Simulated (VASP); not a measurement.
Runs of VASP 6.6.1 on Ti2B. The structure is that of space group P6/mmm (No. 191), or close to it. The cells are those of the table. The cell was built from a structure type or drawn by symmetry, and may not be a known phase.

```csv
task,cell,k mesh,cutoff (eV),gap on the mesh (eV),pressure (GPa)
single point,"a = 5.567, b = 5.567, c = 3.162 Å, angles 90.0, 90.0, 120.0°, 6 atoms",6 × 6 × 4,520,none,0.0
single point,"a = 5.590, b = 5.590, c = 3.144 Å, angles 90.0, 90.0, 120.0°, 6 atoms",6 × 6 × 6,520,none,(a)
single point,"a = 5.575, b = 5.575, c = 3.155 Å, angles 90.0, 90.0, 120.0°, 6 atoms",12 × 12 × 12,520,none,-0.1
relaxation of cell and atoms,"relaxed from a = 5.567, b = 5.567, c = 3.162 Å, angles 90.0, 90.0, 120.0°, 6 atoms",6 × 6 × 6,600,none,0.1
```

Alike in all rows: level PBE; potentials or basis VASP PAW PBE potentials, release 64 (Ti_sv, B); no spin polarisation; smearing gaussian 0.1 eV.

Question: Estimate the missing entries.

Answer: (a) -0.2.

Caveats: some runs use coarse meshes.

A gap of «none» marks levels without a gap at the run's occupations.
